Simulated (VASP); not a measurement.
Sc, 1 atom in the cell. It takes space group P6/mmm (No. 191, hexagonal). Conventional cell: a = 2.670 Å, b = 2.670 Å, c = 2.463 Å, α = 90.00°, β = 90.00°, γ = 120.00°. Within 3.3 Å of Sc (site symmetry 6/mmm) lie 8 Sc at 2.46 to 2.67 Å. 

| Item | Value |
| --- | --- |
| Program | VASP 6.6.1 |
| Task | single point |
| Functional | PBE |
| Potentials or basis | VASP PAW PBE potentials, release 64 (Sc_sv) |
| Cutoff | 520 eV |
| k mesh | 15 × 15 × 14 |
| Occupations | fermi-dirac, width 0.1 eV |
| Spin | no spin polarisation |
| Dipole correction | no |
| Further INCAR settings | ALGO = Normal; EDIFF = 1e-06; NBANDS = 12 |

Potentials or basis: VASP PAW PBE potentials, release 64 (Sc_sv).

The run is started by

```console
$ cat potpaw_PBE.64/Sc_sv/POTCAR > POTCAR
$ mpirun -np 1 vasp_std > vasp.out
```

Hardware: 1 thread of Intel(R) Xeon(R) Platinum 8259CL CPU @ 2.50GHz (Skylake/Cascade Lake), with other jobs on the host.

**Question.** Estimate the wall time of this run.

**Answer.** It took 20 s on 1 thread of Intel(R) Xeon(R) Platinum 8259CL CPU @ 2.50GHz (Skylake/Cascade Lake), on a shared host, peak memory 0.15 GiB. Counts: scf iterations 11, k points 216.
